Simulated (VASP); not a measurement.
# Ca (Fm-3m) in VASP: further runs

The runs below take Ca through single point, relaxation of cell and atoms, with PBEsol.

Program: VASP 6.6.1. These are calculated values, not measurements. Logs are shortened: lines on timing, memory, paths and dates and some standing lists are left out, and cuts for length are marked.

### Step 1. The cell of the first run

It takes space group Fm-3m (No. 225, cubic). The conventional cell has a = 5.588 Å, b = 5.588 Å, c = 5.588 Å, α = 90.00°, β = 90.00°, γ = 90.00°. Within 5.2 Å of Ca (site symmetry m-3m) lie 12 Ca at 3.95 Å.

### Step 2. Single point, PBEsol

INCAR reads:

```
  ALGO = Normal
  EDIFF = 1E-6
  ENCUT = 520
  GGA = PS
  ISIF = 2
  ISMEAR = 0
  LASPH = T
  LCHARG = F
  LREAL = F
  LWAVE = F
  NBANDS = 11
  NELM = 100
  PREC = Accurate
  SIGMA = 0.1
```

KPOINTS reads:

```
k-points
0
Gamma
  6 6 6
```

POSCAR reads:

```
Ca
1.0
    0.0000000000      2.7942000000      2.7942000000
    2.7942000000      0.0000000000      2.7942000000
    2.7942000000      2.7942000000      0.0000000000
Ca
1
Direct
    0.0000000000      0.0000000000      0.0000000000
```

Potentials or basis: VASP PAW PBE potentials, release 64 (Ca_sv).

Launch:

```console
$ cat potpaw_PBE.64/Ca_sv/POTCAR > POTCAR
$ mpirun -np 1 vasp_std > vasp.out
```

OUTCAR:

```text
EDIFF = 1E-6
   ENCUT = 520
   GGA = PS
   ISIF = 2
   ISMEAR = 0
   LASPH = T
   LREAL = F
   NELM = 100
   PREC = Accurate

 ion  position               nearest neighbor table
   1  0.000  0.000  0.000-

  LATTYP: Found a face centered cubic cell.
 ALAT       =     5.5884000000

  Lattice vectors:

 A1 = (   0.0000000000,   2.7942000000,   2.7942000000)
 A2 = (   2.7942000000,   0.0000000000,   2.7942000000)
 A3 = (   2.7942000000,   2.7942000000,   0.0000000000)

Analysis of symmetry for initial positions (statically):
=====================================================================
 Subroutine PRICEL returns:
 Original cell was already a primitive cell.

 Routine SETGRP: Setting up the symmetry group for a
 face centered cubic supercell.

 Subroutine GETGRP returns: Found 48 space group operations
 (whereof 48 operations were pure point group operations)
 out of a pool of 48 trial point group operations.

The static configuration has the point symmetry O_h .

Analysis of symmetry for dynamics (positions and initial velocities):
=====================================================================
 Subroutine PRICEL returns:
 Original cell was already a primitive cell.

 Routine SETGRP: Setting up the symmetry group for a
 face centered cubic supercell.

 Subroutine GETGRP returns: Found 48 space group operations
 (whereof 48 operations were pure point group operations)
 out of a pool of 48 trial point group operations.

The dynamic configuration has the point symmetry O_h .

 Subroutine INISYM returns: Found 48 space group operations
 (whereof 48 operations are pure point group operations),
 and found     1 'primitive' translations

----------------------------------------------------------------------------------------

                                     Primitive cell

  volume of cell :      43.6317

  direct lattice vectors                    reciprocal lattice vectors
     0.000000000  2.794200000  2.794200000    -0.178942094  0.178942094  0.178942094
     2.794200000  0.000000000  2.794200000     0.178942094 -0.178942094  0.178942094
     2.794200000  2.794200000  0.000000000     0.178942094  0.178942094 -0.178942094

  length of vectors
     3.951595536  3.951595536  3.951595536     0.309936799  0.309936799  0.309936799

  position of ions in fractional coordinates (direct lattice)
     0.000000000  0.000000000  0.000000000

  ion indices of the primitive-cell ions
   primitive index   ion index
                 1           1

----------------------------------------------------------------------------------------

 KPOINTS: k-points

Automatic generation of k-mesh.
 Grid dimensions read from file:
 generate k-points for:    6    6    6

 Generating k-lattice:

  Cartesian coordinates                     Fractional coordinates (reciprocal lattice)
    -0.029823682  0.029823682  0.029823682     0.166666667  0.000000000  0.000000000
     0.029823682 -0.029823682  0.029823682     0.000000000  0.166666667  0.000000000
     0.029823682  0.029823682 -0.029823682     0.000000000  0.000000000  0.166666667

  Length of vectors
     0.051656133  0.051656133  0.051656133

  Shift w.r.t. Gamma in fractional coordinates (k-lattice)
     0.000000000  0.000000000  0.000000000

 Subroutine IBZKPT returns following result:
 ===========================================

 Found     16 irreducible k-points:

 Following reciprocal coordinates:
            Coordinates               Weight
  0.000000  0.000000  0.000000      1.000000
  0.166667  0.000000  0.000000      8.000000
  0.333333  0.000000  0.000000      8.000000
  0.500000  0.000000  0.000000      4.000000
  0.166667  0.166667  0.000000      6.000000
  0.333333  0.166667  0.000000     24.000000
[... 8 lines left out ...]
 -0.333333  0.333333  0.166667     24.000000
 -0.333333  0.500000  0.166667     12.000000
   k-points           NKPTS =     16   k-points in BZ     NKDIM =     16   number of bands    NBANDS=     11
   number of dos      NEDOS =    301   number of ions     NIONS =      1
   total plane-waves  NPLWV =  27000
   dimension x,y,z NGX =    30 NGY =   30 NGZ =   30
   dimension x,y,z NGXF=    60 NGYF=   60 NGZF=   60
   ions per type =               1
   NGX,Y,Z   is equivalent  to a cutoff of  12.62, 12.62, 12.62 a.u.
   NGXF,Y,Z  is equivalent  to a cutoff of  25.24, 25.24, 25.24 a.u.
 SYSTEM =  unknown system
   PREC   = accura    normal or accurate (medium, high low for compatibility)
   ISTART =      0    job   : 0-new  1-cont  2-samecut
   ICHARG =      2    charge: 1-file 2-atom 10-const
   ISPIN  =      1    spin polarized calculation?
   LNONCOLLINEAR =      F non collinear calculations
   LSORBIT =      F    spin-orbit coupling
   LASPH  =      T    aspherical Exc in radial PAW
   ENCUT  =  520.0 eV  38.22 Ry    6.18 a.u.   7.35  7.35  7.35*2*pi/ulx,y,z
   NELM   =    100;   NELMIN=  2; NELMDL= -5     # of ELM steps
   EDIFF  = 0.1E-05   stopping-criterion for ELM
   LREAL  =      F    real-space projection
   EDIFFG = 0.1E-04   stopping-criterion for IOM
   NSW    =      0    number of steps for IOM
   IBRION =     -1    ionic relax: 0-MD 1-quasi-New 2-CG
   NFREE  =      0    steps in history (QN), initial steepest desc. (CG)
   ISIF   =      2    stress and relaxation
   ISYM   =      2    0-nonsym 1-usesym 2-fastsym
   POTIM  = 0.5000    time-step for ionic-motion
   TEBEG  =    0.0;   TEEND  =   0.0 temperature during run
   PSTRESS=    0.0 pullay stress
   NELECT =      10.0000    total number of electrons
   NUPDOWN=      -1.0000    fix difference up-down
   EMIN   =  10.00;   EMAX   =-10.00  energy-range for DOS
   EFERMI =   0.00;   METHOD = LEGACY
   ISMEAR =     0;   SIGMA  =   0.10  broadening in eV -4-tet -1-fermi 0-gaus
   EFERMI_NEDOS =   21; number of points for ismear=-14 and -15
   IALGO  =     38    algorithm
   IMIX   =      4    mixing-type and parameters
     AMIX     =   0.40;   BMIX     =  1.00
     AMIX_MAG =   1.60;   BMIX_MAG =  1.00
  volume/ion in A,a.u.               =      43.63       294.44
  Fermi-wavevector in a.u.,A,eV,Ry     =   1.001861  1.893242 13.656506  1.003725
  Thomas-Fermi vector in A             =   2.134310
   LORBIT       =      0    0 simple, 1 ext, 2 COOP (PROOUT), +10 PAW based schemes
   GGA     = PS    functional components
   LHFCALC =     F    Hartree Fock is set to
   AEXX    =    0.0000 exact exchange contribution
   IVDW    =     0    specifies the selected vdW correction
   LEPSILON=     F    determine dielectric tensor
   LRPA    =     F    only Hartree local field effects (RPA)
 non-spin polarized calculation
 Gauss-broadening in eV      SIGMA  =   0.10
  energy-cutoff  :      520.00
  volume of cell :       43.63
 maximum number of plane-waves:      1211
 NGX is ok and might be reduce to    30
   NGX = 15   NGY = 15   NGZ = 15

 number of electron      10.0000000 magnetization

 number of electron       9.9999997 magnetization

 Free energy of the ion-electron system (eV)
  ---------------------------------------------------
  ext. energy  EPLUGINS =         0.00000000
  ---------------------------------------------------
  free energy    TOTEN  =        -2.10185800 eV

  energy without entropy =       -2.08610538  energy(sigma->0) =       -2.09398169

 E-fermi :   1.8056     XC(G=0):  -7.7033

 val. band max:        1.7756201355   @ k =  -0.3333   0.3333   0.1667
 cond. band min:       1.8499812658   @ k =  -0.3333   0.3333   0.1667
 fundamental gap:      0.0743611304
 Fermi energy:         1.8055673935

 k-point     1 :       0.0000    0.0000    0.0000
  band No.  band energies     occupation
      1     -40.1453      2.00000
      2     -21.1423      2.00000
      3     -21.1423      2.00000
      4     -21.1423      2.00000
      5      -2.2091      2.00000
      6       4.0507      0.00000
      7       4.0507      0.00000
      8       4.0507      0.00000
      9       5.0878      0.00000
     10       5.0878      0.00000
     11      10.7474      0.00000

 k-point     2 :       0.1667    0.0000    0.0000
  band No.  band energies     occupation
      1     -40.1424      2.00000
      2     -21.1737      2.00000
      3     -21.1466      2.00000
      4     -21.1466      2.00000
      5      -1.7538      2.00000
      6       3.6021      0.00000
      7       4.1797      0.00000
      8       4.1797      0.00000
      9       5.0022      0.00000
     10       5.0022      0.00000
     11      10.2442      0.00000

 k-point     3 :       0.3333    0.0000    0.0000
  band No.  band energies     occupation
      1     -40.1364      2.00000
      2     -21.2359      2.00000
      3     -21.1553      2.00000
      4     -21.1553      2.00000
      5      -0.5179      2.00000
      6       2.6326      0.00000
      7       4.0820      0.00000
      8       4.0820      0.00000
      9       5.3634      0.00000
     10       5.3634      0.00000
     11       7.8226      0.00000

 k-point     4 :       0.5000    0.0000    0.0000
  band No.  band energies     occupation
      1     -40.1335      2.00000
      2     -21.2667      2.00000
      3     -21.1596      2.00000
      4     -21.1596      2.00000
      5       0.7765      2.00000
      6       1.5853      1.99816
      7       3.9431      0.00000
      8       3.9431      0.00000
      9       5.7520      0.00000
     10       5.7520      0.00000
     11       6.7794      0.00000
[... 127 lines left out ...]
 k-point    14 :       0.5000    0.3333    0.1667
  band No.  band energies     occupation
      1     -40.1325      2.00000
      2     -21.2349      2.00000
      3     -21.1929      2.00000
      4     -21.1703      2.00000
      5       0.4710      2.00000
      6       2.6177      0.00000
      7       3.0983      0.00000
      8       4.6462      0.00000
      9       5.1720      0.00000
     10       5.9919      0.00000
     11       7.7561      0.00000

 k-point    15 :      -0.3333    0.3333    0.1667
  band No.  band energies     occupation
      1     -40.1305      2.00000
      2     -21.2389      2.00000
      3     -21.2079      2.00000
      4     -21.1774      2.00000
      5       1.7756      1.32808
      6       1.8500      0.52993
      7       2.8876      0.00000
      8       4.4588      0.00000
      9       5.5692      0.00000
     10       6.4056      0.00000
     11       6.4617      0.00000

 k-point    16 :      -0.3333    0.5000    0.1667
  band No.  band energies     occupation
      1     -40.1295      2.00000
      2     -21.2418      2.00000
      3     -21.2060      2.00000
      4     -21.1888      2.00000
      5       1.7733      1.35166
      6       2.3792      0.00000
      7       2.5312      0.00000
      8       4.6439      0.00000
      9       5.9290      0.00000
     10       6.3894      0.00000
     11       6.8369      0.00000

------------------------ aborting loop because EDIFF is reached ----------------------------------------

  FORCE on cell =-STRESS in cart. coord.  units (eV):
  Direction    XX          YY          ZZ          XY          YZ          ZX
  --------------------------------------------------------------------------------------
  -------------------------------------------------------------------------------------
  Total       -0.3370816     -0.3370816     -0.3370816      0.0000000      0.0000000     -0.0000000
  in kB      -12.3777910    -12.3777910    -12.3777910      0.0000000      0.0000000     -0.0000000
  external PRESSURE =     -12.3777910 kB  Pullay stress =       0.0000000 kB

 VOLUME and BASIS-vectors are now :
 -----------------------------------------------------------------------------
  energy-cutoff  :      520.00
  volume of cell :       43.63
      direct lattice vectors                 reciprocal lattice vectors
     0.000000000  2.794200000  2.794200000    -0.178942094  0.178942094  0.178942094
     2.794200000  0.000000000  2.794200000     0.178942094 -0.178942094  0.178942094
     2.794200000  2.794200000  0.000000000     0.178942094  0.178942094 -0.178942094

 POSITION                                       TOTAL-FORCE (eV/Angst)
 -----------------------------------------------------------------------------------
      0.00000      0.00000      0.00000        -0.000000      0.000000      0.000000
 -----------------------------------------------------------------------------------
    total drift:                               -0.000000     -0.000000      0.000000

  FREE ENERGIE OF THE ION-ELECTRON SYSTEM (eV)
  ---------------------------------------------------
  free  energy   TOTEN  =        -2.1018580005 eV

  energy  without entropy=       -2.0861053796  energy(sigma->0) =       -2.09398169
```

Wall time 6.4 s (1 thread of Intel Xeon Platinum 8488C (Sapphire Rapids), shared host); peak memory 0.16 GiB.

What came out:

* Free energy: -2.1019 eV
* Pressure: -1.2 GPa
* Band gap on the k mesh: zero (band 5 reaches 1.78 eV, above the bottom of band 6 at 1.59 eV)

Levels at points of the mesh, in eV from the Fermi level:
```
           k point  band 1  band 2  band 3  band 4  band 5  band 6  band 7  band 8  band 9  band 10
(0.00, 0.00, 0.00)  -41.95  -22.95  -22.95  -22.95   -4.01    2.25    2.25    2.25    3.28     3.28
(0.50, 0.00, 0.00)  -41.94  -23.07  -22.97  -22.97   -1.03   -0.22    2.14    2.14    3.95     3.95
(0.50, 0.50, 0.00)  -41.94  -23.07  -22.99  -22.99   -0.47    0.54    0.86    3.94    4.12     4.12
```

Caveat: the PAW data sets were made with another functional, which shifts forces and pressure a little.

### Step 3. Single point, PBEsol

This run uses another cell than the first one, of 40.57 Å³/atom, 0.930 times its volume.

INCAR reads:

```
PREC = Accurate ; ENCUT = 520
EDIFF = 1E-6 ; ISMEAR = 0
SIGMA = 0.1 ; LREAL = False
LASPH = True ; NELM = 100
ALGO = Fast ; ISIF = 2
LWAVE = False ; LCHARG = False
GGA = PS ; NBANDS = 11
```

KPOINTS reads:

```
regular mesh
0
Gamma
  14 14 14
```

POSCAR reads:

```
Ca
1.0
    0.0000000000      2.7273233705      2.7273233705
    2.7273233705      0.0000000000      2.7273233705
    2.7273233705      2.7273233705      0.0000000000
Ca
1
Direct
    0.0000000000      0.0000000000      0.0000000000
```

Potentials or basis: VASP PAW PBE potentials, release 64 (Ca_sv).

Launch:

```console
$ cat potpaw_PBE.64/Ca_sv/POTCAR > POTCAR
$ mpirun -np 1 vasp_std > vasp.out
```

Wall time 38 s (1 thread of Intel Xeon Platinum 8488C (Sapphire Rapids), shared host); peak memory 0.19 GiB.

The run converged. Its results:

- Free energy: -2.1374 eV
- Pressure: 0.0 GPa
- Band gap on the k mesh: zero (band 5 reaches 2.17 eV, above the bottom of band 6 at 1.92 eV)

Levels at points of the mesh, in eV from the Fermi level:
```tsv
k point	band 3	band 4	band 5	band 6	band 7	band 8
(0.00, 0.00, 0.00)	-22.73	-22.73	-4.10	2.38	2.38	2.38
(0.50, 0.00, 0.00)	-22.75	-22.75	-1.01	-0.12	2.26	2.26
(0.50, 0.50, 0.00)	-22.79	-22.79	-0.49	0.55	1.04	4.23
```

Caveat: the PAW data sets were made with another functional, which shifts forces and pressure a little.

### Step 4. Relaxation of cell and atoms, PBEsol

INCAR reads:

```
SYSTEM = Ca
PREC     = Accurate       ! precision mode
ENCUT    = 600            ! plane-wave cutoff, eV
EDIFF    = 1E-7           ! SCF threshold, eV
ISMEAR   = 0              ! smearing method
SIGMA    = 0.1            ! smearing width, eV
LREAL    = .FALSE.        ! projectors in reciprocal space
LASPH    = .TRUE.         ! aspherical terms in the spheres
NELM     = 80             ! most SCF steps
ALGO     = Fast           ! electronic algorithm
ISIF     = 3              ! what is computed and relaxed
LWAVE    = .FALSE.        ! write WAVECAR
LCHARG   = .FALSE.        ! write CHGCAR
GGA      = PS             ! functional
IBRION   = 2              ! ionic algorithm
NSW      = 100            ! ionic steps
EDIFFG   = -0.005         ! ionic threshold
```

KPOINTS reads:

```
Automatic mesh
0
G
  14 14 14
  0 0 0
```

POSCAR reads:

```
Ca
1.0
    0.0000000000      2.7942000000      2.7942000000
    2.7942000000      0.0000000000      2.7942000000
    2.7942000000      2.7942000000      0.0000000000
Ca
1
Direct
    0.0000000000      0.0000000000      0.0000000000
```

Launch:

```console
$ cat potpaw_PBE.64/Ca_sv/POTCAR > POTCAR
$ mpirun -np 1 vasp_std > vasp.out
```

Wall time 2.1 min (1 thread of Intel Xeon Platinum 8488C (Sapphire Rapids), shared host); peak memory 0.22 GiB.

The run converged. Its results:

- Free energy: -2.1377 eV
- Relaxed volume: 40.64 Å³/atom
- Relaxed cell: a = 3.859 Å, b = 3.859 Å, c = 3.859 Å, α = 60.00°, β = 60.00°, γ = 60.00°
- Space group after relaxing (to 0.05 Å): Fm-3m (No. 225)
- Energy gained by relaxing: 11.1 meV/atom
- Ionic steps: 4
- Pressure after relaxing: 0.0 GPa
- Band gap on the k mesh: zero (band 5 reaches 2.17 eV, above the bottom of band 6 at 1.91 eV)

The path:
```tsv
step	energy change (eV)	largest force (eV/Å)	pressure (GPa)	volume (Å³)
1	0.0000	0.0000	-1.13	43.63
2	-0.0096	0.0000	-0.45	41.72
3	-0.0111	0.0000	-0.02	40.70
4	-0.0111	0.0000	0.01	40.64
```

Final structure:
```
CELL_PARAMETERS angstrom
0.00000 2.72888 2.72888
2.72888 0.00000 2.72888
2.72888 2.72888 0.00000
ATOMIC_POSITIONS crystal
Ca 0.00000 0.00000 0.00000
```

Levels at points of the mesh, in eV from the Fermi level:
| k point | band 2 | band 3 | band 4 | band 5 | band 6 | band 7 | band 8 | band 9 |
| --- | --- | --- | --- | --- | --- | --- | --- | --- |
| (0.00, 0.00, 0.00) | -22.74 | -22.74 | -22.74 | -4.09 | 2.38 | 2.38 | 2.38 | 3.51 |
| (0.50, 0.00, 0.00) | -22.90 | -22.76 | -22.76 | -1.01 | -0.12 | 2.26 | 2.26 | 4.23 |
| (0.50, 0.50, 0.00) | -22.89 | -22.79 | -22.79 | -0.49 | 0.55 | 1.04 | 4.23 | 4.43 |

Caveat: the PAW data sets were made with another functional, which shifts forces and pressure a little.

### Step 5. Single point, PBEsol

This run uses another cell than the first one, of 40.57 Å³/atom, 0.930 times its volume.

INCAR reads:

```
ALGO = Fast ; EDIFF = 1E-7
ENCUT = 520 ; GGA = PS
ISIF = 2 ; ISMEAR = 0
ISYM = 0 ; LASPH = T
LCHARG = F ; LREAL = F
LWAVE = F ; NBANDS = 11
NELM = 60 ; PREC = Accurate
SIGMA = 0.1
```

KPOINTS reads:

```
k-points
0
Gamma
  9 9 13
```

POSCAR reads:

```
Ca
1.0
    3.8570176995      0.0000000000      0.0000000000
    0.0000000000      3.8570176995      0.0000000000
    1.9285088498      1.9285088498      2.7273233705
Ca
1
Direct
    0.0000000000      0.0000000000      0.0000000000
```

Launch:

```console
$ cat potpaw_PBE.64/Ca_sv/POTCAR > POTCAR
$ mpirun -np 1 vasp_std > vasp.out
```

It took 4 min on 1 thread of Intel Xeon Platinum 8488C (Sapphire Rapids), shared host; peak memory 0.35 GiB.

The run converged. Its results:

```
Free energy            : -2.1357 eV
Pressure               : 0.0 GPa
Band gap on the k mesh : zero (band 5 reaches 2.16 eV, above the bottom of band 6 at 1.93 eV)
```

Levels at points of the mesh, in eV from the Fermi level:
| k point | band 1 | band 2 | band 3 | band 4 | band 5 | band 6 | band 7 | band 8 | band 9 | band 10 |
| --- | --- | --- | --- | --- | --- | --- | --- | --- | --- | --- |
| (0.00, 0.00, 0.00) | -41.76 | -22.74 | -22.74 | -22.74 | -4.11 | 2.37 | 2.37 | 2.37 | 3.50 | 3.50 |

Caveat: the PAW data sets were made with another functional, which shifts forces and pressure a little.

### Step 6. The runs side by side

```tsv
task	cell	k mesh	cutoff (eV)	gap on the mesh (eV)	pressure (GPa)
single point	a = 3.952 Å, angles 60.0°, 1 atom	6 × 6 × 6	520	none	-1.2
single point	a = 3.857 Å, angles 60.0°, 1 atom	14 × 14 × 14	520	none	0.0
relaxation of cell and atoms	relaxed from a = 3.952 Å, angles 60.0°, 1 atom	14 × 14 × 14	600	none	0.0
single point	a = 3.857 Å, angles 60.0, 60.0, 90.0°, 1 atom	9 × 9 × 13	520	none	0.0
```

Alike in all rows: level PBEsol; potentials or basis VASP PAW PBE potentials, release 64 (Ca_sv); no spin polarisation; smearing gaussian 0.1 eV.

Caveats: the PAW data sets were made with another functional, which shifts forces and pressure a little.

Total energies depend on the potentials used, so only differences within one code and one set of settings carry meaning.
